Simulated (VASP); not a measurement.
# Si (Fmmm) in VASP: notebook

Si is run at these levels: PBE; tasks: single point.

All numbers are computed with VASP 6.6.1; they aren't measurements. Logs are shortened: lines on timing, memory, paths and dates and some standing lists are left out, and cuts for length are marked.

### Step 1. The cell of the first run

It takes space group Fmmm (No. 69, orthorhombic). The conventional cell has a = 3.861 Å, b = 9.486 Å, c = 10.149 Å, α = 90.00°, β = 90.00°, γ = 90.00°. Si (site symmetry m2m) has 4 Si at 2.36 to 2.48 Å within 3.1 Å. Within 3.2 Å of Si (site symmetry mm2) lie 4 Si at 2.41 to 2.48 Å.

### Step 2. Single point, PBE

INCAR

```
PREC = Accurate ; ENCUT = 520
EDIFF = 1E-7 ; ISMEAR = 0
SIGMA = 0.05 ; LREAL = False
LASPH = True ; NELM = 80
ALGO = Normal ; ISIF = 2
LWAVE = False ; LCHARG = True
GGA = PE ; LELF = True
LVHAR = True ; NBANDS = 16
```

KPOINTS

```
regular mesh
0
Gamma
  10 10 10
```

POSCAR

```
Si
1.0
   -3.5881380001      3.5881380001      1.9304179815
    3.5881380001     -3.5881380001      1.9304179815
    3.3539471749      3.3539471749     -1.9304179815
Si
4
Direct
    0.1786105079      0.1786105079      0.3572210158
    0.8213894921      0.8213894921      0.6427789842
    0.1786105079      0.8213894921      0.0000000000
    0.8213894921      0.1786105079      0.0000000000
```

Potentials or basis: VASP PAW PBE potentials, release 64 (Si).

On the command line:

```sh
> cat potpaw_PBE.64/Si/POTCAR > POTCAR
> mpirun -np 1 vasp_std > vasp.out
```

OUTCAR:

```text
PREC = Accurate
   ENCUT = 520
   EDIFF = 1E-7
   ISMEAR = 0
   LREAL = False
   LASPH = True
   NELM = 80
   ISIF = 2
   GGA = PE

 ion  position               nearest neighbor table
   1  0.179  0.179  0.357-   2 2.36   2 2.36   3 2.48   4 2.48
   2  0.821  0.821  0.643-   1 2.36   1 2.36   4 2.48   3 2.48
   3  0.179  0.821  0.000-   4 2.41   4 2.41   2 2.48   1 2.48
   4  0.821  0.179  0.000-   3 2.41   3 2.41   2 2.48   1 2.48

  LATTYP: Found a face centered orthorhombic cell.
 ALAT       =     3.8608359630
 B/A-ratio  =     2.4570831953
 C/A-ratio  =     2.6286501017

  Lattice vectors:

 A1 = (  -0.2341908252,   6.9420851750,   0.0000000000)
 A2 = (  -3.5881380001,   3.5881380001,   1.9304179815)
 A3 = (   3.3539471749,   3.3539471749,   1.9304179815)

Analysis of symmetry for initial positions (statically):
=====================================================================
 Subroutine PRICEL returns:
 Original cell was already a primitive cell.

 Routine SETGRP: Setting up the symmetry group for a
 face centered orthorhombic supercell.

 Subroutine GETGRP returns: Found  8 space group operations
 (whereof  8 operations were pure point group operations)
 out of a pool of  8 trial point group operations.

The static configuration has the point symmetry D_2h.

Analysis of symmetry for dynamics (positions and initial velocities):
=====================================================================
 Subroutine PRICEL returns:
 Original cell was already a primitive cell.

 Routine SETGRP: Setting up the symmetry group for a
 face centered orthorhombic supercell.

 Subroutine GETGRP returns: Found  8 space group operations
 (whereof  8 operations were pure point group operations)
 out of a pool of  8 trial point group operations.

The dynamic configuration has the point symmetry D_2h.

 Subroutine INISYM returns: Found  8 space group operations
 (whereof  8 operations are pure point group operations),
 and found     1 'primitive' translations

----------------------------------------------------------------------------------------

                                     Primitive cell

  volume of cell :      92.9259

  direct lattice vectors                    reciprocal lattice vectors
    -3.588138000  3.588138000  1.930417981     0.004865019  0.144213060  0.259011263
     3.588138000 -3.588138000  1.930417981     0.144213060  0.004865019  0.259011263
     3.353947175  3.353947175 -1.930417981     0.149078078  0.149078078  0.000000000

  length of vectors
     5.429178778  5.429178778  5.120980071     0.296492680  0.296492680  0.210828240

  position of ions in fractional coordinates (direct lattice)
     0.178610508  0.178610508  0.357221016
     0.821389492  0.821389492  0.642778984
     0.178610508  0.821389492  0.000000000
     0.821389492  0.178610508  0.000000000

  ion indices of the primitive-cell ions
   primitive index   ion index
                 1           1
                 2           2
                 3           3
                 4           4

----------------------------------------------------------------------------------------

 KPOINTS: regular mesh

Automatic generation of k-mesh.
 Grid dimensions read from file:
 generate k-points for:   10   10   10

 Generating k-lattice:

  Cartesian coordinates                     Fractional coordinates (reciprocal lattice)
     0.000486502  0.014421306  0.025901126     0.100000000  0.000000000 -0.000000000
     0.014421306  0.000486502  0.025901126     0.000000000  0.100000000 -0.000000000
     0.014907808  0.014907808  0.000000000     0.000000000  0.000000000  0.100000000

  Length of vectors
     0.029649268  0.029649268  0.021082824

  Shift w.r.t. Gamma in fractional coordinates (k-lattice)
     0.000000000  0.000000000  0.000000000

 Subroutine IBZKPT returns following result:
 ===========================================

 Found    171 irreducible k-points:

 Following reciprocal coordinates:
            Coordinates               Weight
  0.000000  0.000000  0.000000      1.000000
  0.100000 -0.000000  0.000000      8.000000
  0.200000 -0.000000  0.000000      8.000000
  0.300000  0.000000  0.000000      8.000000
  0.400000  0.000000  0.000000      8.000000
  0.500000 -0.000000  0.000000      4.000000
[... 16 lines left out ...]
  0.300000  0.300000  0.000000      4.000000
  0.400000  0.300000  0.000000      8.000000
 [... further k-points ...]
   k-points           NKPTS =    171   k-points in BZ     NKDIM =    171   number of bands    NBANDS=     16
   number of dos      NEDOS =    301   number of ions     NIONS =      4
   total plane-waves  NPLWV =  64000
   dimension x,y,z NGX =    40 NGY =   40 NGZ =   40
   dimension x,y,z NGXF=    80 NGYF=   80 NGZF=   80
   ions per type =               4
   NGX,Y,Z   is equivalent  to a cutoff of  12.25, 12.25, 12.99 a.u.
   NGXF,Y,Z  is equivalent  to a cutoff of  24.50, 24.50, 25.97 a.u.
 SYSTEM =  unknown system
   PREC   = accura    normal or accurate (medium, high low for compatibility)
   ISTART =      0    job   : 0-new  1-cont  2-samecut
   ICHARG =      2    charge: 1-file 2-atom 10-const
   ISPIN  =      1    spin polarized calculation?
   LNONCOLLINEAR =      F non collinear calculations
   LSORBIT =      F    spin-orbit coupling
   LASPH  =      T    aspherical Exc in radial PAW
   ENCUT  =  520.0 eV  38.22 Ry    6.18 a.u.  10.09 10.09  9.52*2*pi/ulx,y,z
   NELM   =     80;   NELMIN=  2; NELMDL= -5     # of ELM steps
   EDIFF  = 0.1E-06   stopping-criterion for ELM
   LREAL  =      F    real-space projection
   EDIFFG = 0.1E-05   stopping-criterion for IOM
   NSW    =      0    number of steps for IOM
   IBRION =     -1    ionic relax: 0-MD 1-quasi-New 2-CG
   NFREE  =      0    steps in history (QN), initial steepest desc. (CG)
   ISIF   =      2    stress and relaxation
   ISYM   =      2    0-nonsym 1-usesym 2-fastsym
   POTIM  = 0.5000    time-step for ionic-motion
   TEBEG  =    0.0;   TEEND  =   0.0 temperature during run
   PSTRESS=    0.0 pullay stress
   NELECT =      16.0000    total number of electrons
   NUPDOWN=      -1.0000    fix difference up-down
   EMIN   =  10.00;   EMAX   =-10.00  energy-range for DOS
   EFERMI =   0.00;   METHOD = LEGACY
   ISMEAR =     0;   SIGMA  =   0.05  broadening in eV -4-tet -1-fermi 0-gaus
   EFERMI_NEDOS =   21; number of points for ismear=-14 and -15
   IALGO  =     38    algorithm
   IMIX   =      4    mixing-type and parameters
     AMIX     =   0.40;   BMIX     =  1.00
     AMIX_MAG =   1.60;   BMIX_MAG =  1.00
  volume/ion in A,a.u.               =      23.23       156.77
  Fermi-wavevector in a.u.,A,eV,Ry     =   0.910757  1.721081 11.285741  0.829479
  Thomas-Fermi vector in A             =   2.034957
   LORBIT       =      0    0 simple, 1 ext, 2 COOP (PROOUT), +10 PAW based schemes
   GGA     = PE    functional components
   LHFCALC =     F    Hartree Fock is set to
   AEXX    =    0.0000 exact exchange contribution
   IVDW    =     0    specifies the selected vdW correction
   LEPSILON=     F    determine dielectric tensor
   LRPA    =     F    only Hartree local field effects (RPA)
 non-spin polarized calculation
 Gauss-broadening in eV      SIGMA  =   0.05
  energy-cutoff  :      520.00
  volume of cell :       92.93
 maximum number of plane-waves:      2527
   NGX = 21   NGY = 21   NGZ = 19

 number of electron      16.0000000 magnetization

 Free energy of the ion-electron system (eV)
  ---------------------------------------------------
  ext. energy  EPLUGINS =         0.00000000
  ---------------------------------------------------
  free energy    TOTEN  =       -21.09536323 eV

  energy without entropy =      -21.09523092  energy(sigma->0) =      -21.09529707

 E-fermi :   4.8587     XC(G=0):  -8.7467

 val. band max:        4.7795716809   @ k =  -0.4000   0.4000   0.5000
 cond. band min:       4.8943877931   @ k =   0.3000   0.3000   0.2000
 fundamental gap:      0.1148161122
 Fermi energy:         4.8586622314

 k-point     1 :       0.0000    0.0000    0.0000
  band No.  band energies     occupation
      1      -6.8502      2.00000
      2      -3.2567      2.00000
      3      -1.0573      2.00000
      4      -0.4429      2.00000
      5       1.2005      2.00000
      6       3.2365      2.00000
[... 8 lines left out ...]
     15      10.5262      0.00000
     16      11.4457      0.00000

 k-point     2 :       0.1000   -0.0000    0.0000
  band No.  band energies     occupation
      1      -6.7428      2.00000
      2      -3.2522      2.00000
      3      -1.0397      2.00000
      4      -0.4659      2.00000
      5       1.2864      2.00000
      6       2.6947      2.00000
[... 8 lines left out ...]
     15       9.9711      0.00000
     16      12.0429      0.00000

 k-point     3 :       0.2000   -0.0000    0.0000
  band No.  band energies     occupation
      1      -6.4260      2.00000
      2      -3.2044      2.00000
      3      -1.2675      2.00000
      4      -0.4190      2.00000
      5       1.3899      2.00000
      6       1.7838      2.00000
[... 8 lines left out ...]
     15       9.8124      0.00000
     16      10.7430      0.00000

 k-point     4 :       0.3000    0.0000    0.0000
  band No.  band energies     occupation
      1      -5.9210      2.00000
      2      -3.0609      2.00000
      3      -1.9049      2.00000
      4      -0.6242      2.00000
      5       0.9942      2.00000
      6       1.4769      2.00000
[... 8 lines left out ...]
     15      10.8906      0.00000
     16      11.2438      0.00000
[... 324 lines left out ...]
 k-point    22 :      -0.2000    0.2000    0.0000
  band No.  band energies     occupation
      1      -6.6722      2.00000
      2      -3.9106      2.00000
      3      -0.7617      2.00000
      4      -0.3127      2.00000
      5       1.7618      2.00000
      6       3.2119      2.00000
[... 8 lines left out ...]
     15      10.8850      0.00000
     16      11.2255      0.00000

 k-point    23 :       0.3000    0.3000    0.0000
  band No.  band energies     occupation
      1      -4.9079      2.00000
      2      -3.6495      2.00000
      3      -2.8511      2.00000
      4      -0.8437      2.00000
      5       0.5503      2.00000
      6       2.1621      2.00000
[... 8 lines left out ...]
     15      10.2056      0.00000
     16      12.2255      0.00000

 k-point    24 :       0.4000    0.3000    0.0000
  band No.  band energies     occupation
      1      -5.3498      2.00000
      2      -4.2243      2.00000
      3      -2.1411      2.00000
      4      -0.1755      2.00000
      5       0.8290      2.00000
      6       2.0102      2.00000
[... 8 lines left out ...]
     15      10.5522      0.00000
     16      11.5900      0.00000

 [... further k-points ...]
[... 5 lines left out ...]
  --------------------------------------------------------------------------------------
  -------------------------------------------------------------------------------------
  Total       -3.9476137     -3.9476137     -0.8531021      1.6178062      0.0000000      0.0000000
  in kB      -68.0625987    -68.0625987    -14.7087206     27.8933316      0.0000000      0.0000000
  external PRESSURE =     -50.2779727 kB  Pullay stress =       0.0000000 kB

 VOLUME and BASIS-vectors are now :
 -----------------------------------------------------------------------------
  energy-cutoff  :      520.00
  volume of cell :       92.93
      direct lattice vectors                 reciprocal lattice vectors
    -3.588138000  3.588138000  1.930417981     0.004865019  0.144213060  0.259011263
     3.588138000 -3.588138000  1.930417981     0.144213060  0.004865019  0.259011263
     3.353947175  3.353947175 -1.930417981     0.149078078  0.149078078  0.000000000

 POSITION                                       TOTAL-FORCE (eV/Angst)
 -----------------------------------------------------------------------------------
      1.19810      1.19810     -0.00000        -0.385742     -0.385742      0.000000
      2.15585      2.15585      1.93042         0.385742      0.385742     -0.000000
      2.30638     -2.30638      1.93042         0.108884     -0.108884      0.000000
     -2.30638      2.30638      1.93042        -0.108884      0.108884     -0.000000
 -----------------------------------------------------------------------------------
    total drift:                               -0.000000     -0.000000      0.000000

  FREE ENERGIE OF THE ION-ELECTRON SYSTEM (eV)
  ---------------------------------------------------
  free  energy   TOTEN  =       -21.0953632298 eV

  energy  without entropy=      -21.0952309185  energy(sigma->0) =      -21.09529707
```

It took 1.7 min on 1 thread of Intel Xeon 6975P-C (Granite Rapids), shared host; peak memory 0.34 GiB.

Results:

* Free energy: -21.0954 eV
* Pressure: -5.0 GPa
* Largest force: 0.546 eV/Å
* Band gap on the k mesh: zero (bands 8 and 9 overlap by 0.01 eV)

Forces on the atoms (eV/Å):
```
Si  -0.386 -0.386  0.000
Si   0.386  0.386  0.000
Si   0.109 -0.109  0.000
Si  -0.109  0.109  0.000
```

Levels at points of the mesh, in eV from the Fermi level:
| k point | band 6 | band 7 | band 8 | band 9 | band 10 | band 11 |
| --- | --- | --- | --- | --- | --- | --- |
| (0.00, 0.00, 0.00) | -1.62 | -1.31 | -0.66 | 1.02 | 1.04 | 1.56 |
| (0.50, 0.00, 0.00) | -3.43 | -2.34 | -1.69 | 0.68 | 1.69 | 2.77 |
| (0.50, 0.50, 0.00) | -2.23 | -1.69 | -1.69 | 1.48 | 1.63 | 1.86 |
| (0.00, 0.00, 0.50) | -2.06 | -2.04 | -1.43 | 1.47 | 1.88 | 2.01 |
| (0.50, 0.50, 0.50) | -0.72 | -0.40 | 0.05 | 0.55 | 1.78 | 2.65 |

Caveat: the stress differs along the axes, from -7 to -1 GPa; semilocal functionals underestimate gaps, and a narrow one can read as zero.

### Step 3. Single point, PBE

This run uses another cell than the first one, of 24.86 Å³/atom.

INCAR

```
SYSTEM = Si
PREC = Accurate ; ENCUT = 520
EDIFF = 1E-6 ; ISMEAR = 0
SIGMA = 0.05 ; LREAL = .False.
LASPH = .True. ; NELM = 100
ALGO = Normal ; ISIF = 2
LWAVE = .False. ; LCHARG = .False.
GGA = PE ; NBANDS = 16
```

KPOINTS

```
regular mesh
0
Gamma
  10 10 10
  0 0 0
```

POSCAR

```
Si
1.0
   -3.8306927834      3.8306927834      1.9304179815
    3.8306927834     -3.8306927834      1.9304179815
    3.3623111330      3.3623111330     -1.9304179815
Si
4
Direct
    0.1786105079      0.1786105079      0.3572210158
    0.8213894921      0.8213894921      0.6427789842
    0.1786105079      0.8213894921      0.0000000000
    0.8213894921      0.1786105079      0.0000000000
```

Potentials or basis: VASP PAW PBE potentials, release 64 (Si).

On the command line:

```sh
> cat potpaw_PBE.64/Si/POTCAR > POTCAR
> mpirun -np 1 vasp_std > vasp.out
```

Run time: 2.3 min. Hardware: 1 thread of Intel Xeon 6975P-C (Granite Rapids), shared host; peak memory 0.4 GiB.

Results (log left out):

| Property | Result |
| --- | --- |
| Free energy | -20.5683 eV |
| Pressure | -8.1 GPa |
| Largest force | 0.787 eV/Å |
| Band gap on the k mesh | zero (bands 8 and 9 overlap by 0.48 eV) |

Forces in eV/Å, atoms in the order of the input:
```
Si  -0.556 -0.556  0.000
Si   0.556  0.556  0.000
Si   0.100 -0.100  0.000
Si  -0.100  0.100  0.000
```

Stress tensor (GPa, compression positive):
```
-11.12   5.31   0.00
  5.31 -11.12   0.00
  0.00   0.00  -2.10
```

Levels at points of the mesh, in eV from the Fermi level:
```csv
k point,band 6,band 7,band 8,band 9,band 10,band 11
"(0.00, 0.00, 0.00)",-1.53,-0.92,-0.47,0.78,0.81,1.90
"(0.50, 0.00, 0.00)",-3.18,-2.07,-1.67,0.74,1.25,2.80
"(0.50, 0.50, 0.00)",-2.27,-1.57,-1.20,1.28,1.41,2.01
"(0.00, 0.00, 0.50)",-1.95,-1.91,-1.03,1.57,2.06,2.33
"(0.50, 0.50, 0.50)",-1.04,-0.28,0.30,0.50,1.12,2.13
```

Caveat: the stress differs along the axes, from -11 to -2 GPa; semilocal functionals underestimate gaps, and a narrow one can read as zero.

### Step 4. Single point, PBE

This run uses another cell than the first one, of 24.94 Å³/atom.

INCAR

```
SYSTEM = Si
ALGO     = Normal         ! electronic algorithm
EDIFF    = 1E-6           ! SCF threshold, eV
ENCUT    = 520            ! plane-wave cutoff, eV
GGA      = PE             ! functional
ISIF     = 2              ! what is computed and relaxed
ISMEAR   = 0              ! smearing method
LASPH    = .True.         ! aspherical terms in the spheres
LCHARG   = .True.         ! write CHGCAR
LELF     = .True.         ! ELF
LREAL    = .False.        ! projectors in reciprocal space
LVHAR    = .True.       
LWAVE    = .False.        ! write WAVECAR
NBANDS   = 16             ! bands
NELM     = 100            ! most SCF steps
PREC     = Accurate       ! precision mode
SIGMA    = 0.05           ! smearing width, eV
```

KPOINTS

```
k-points
0
Gamma
  10 10 10
  0 0 0
```

POSCAR

```
Si
1.0
   -3.7135973708      3.7135973708      1.9304179815
    3.7135973708     -3.7135973708      1.9304179815
    3.4794065456      3.4794065456     -1.9304179815
Si
4
Direct
    0.1786105079      0.1786105079      0.3572210158
    0.8213894921      0.8213894921      0.6427789842
    0.1786105079      0.8213894921      0.0000000000
    0.8213894921      0.1786105079      0.0000000000
```

On the command line:

```sh
> cat potpaw_PBE.64/Si/POTCAR > POTCAR
> mpirun -np 1 vasp_std > vasp.out
```

Run time: 2.1 min. Hardware: 1 thread of Intel Xeon 6975P-C (Granite Rapids), shared host; peak memory 0.37 GiB.

It converged, with:

| Property | Result |
| --- | --- |
| Free energy | -20.7106 eV |
| Pressure | -8.2 GPa |
| Largest force | 0.631 eV/Å |
| Band gap on the k mesh | zero (bands 8 and 9 overlap by 0.02 eV) |

Forces on the atoms (eV/Å):
```
Si  -0.446 -0.446  0.000
Si   0.446  0.446  0.000
Si   0.224 -0.224  0.000
Si  -0.224  0.224  0.000
```

Stress tensor (GPa, compression positive):
```
-11.05   2.76   0.00
  2.76 -11.05   0.00
  0.00   0.00  -2.46
```

Levels at points of the mesh, in eV from the Fermi level:
| k point | band 5 | band 6 | band 7 | band 8 | band 9 | band 10 | band 11 | band 12 |
| --- | --- | --- | --- | --- | --- | --- | --- | --- |
| (0.00, 0.00, 0.00) | -3.29 | -1.27 | -0.97 | -0.43 | 0.84 | 0.86 | 2.01 | 2.35 |
| (0.50, 0.00, 0.00) | -3.85 | -3.08 | -1.99 | -1.57 | 0.84 | 1.57 | 2.85 | 3.27 |
| (0.50, 0.50, 0.00) | -2.39 | -2.09 | -1.32 | -1.27 | 1.54 | 1.73 | 2.20 | 2.84 |
| (0.00, 0.00, 0.50) | -2.74 | -1.88 | -1.62 | -1.06 | 1.80 | 1.86 | 2.36 | 3.66 |
| (0.50, 0.50, 0.50) | -2.18 | -0.62 | -0.20 | 0.06 | 0.90 | 1.22 | 2.38 | 3.65 |

Caveat: the stress differs along the axes, from -11 to -2 GPa; semilocal functionals underestimate gaps, and a narrow one can read as zero.

(Continued in part 2 of 2.)

The gap in the log of VASP goes by the Fermi energy; the results here count the filled bands.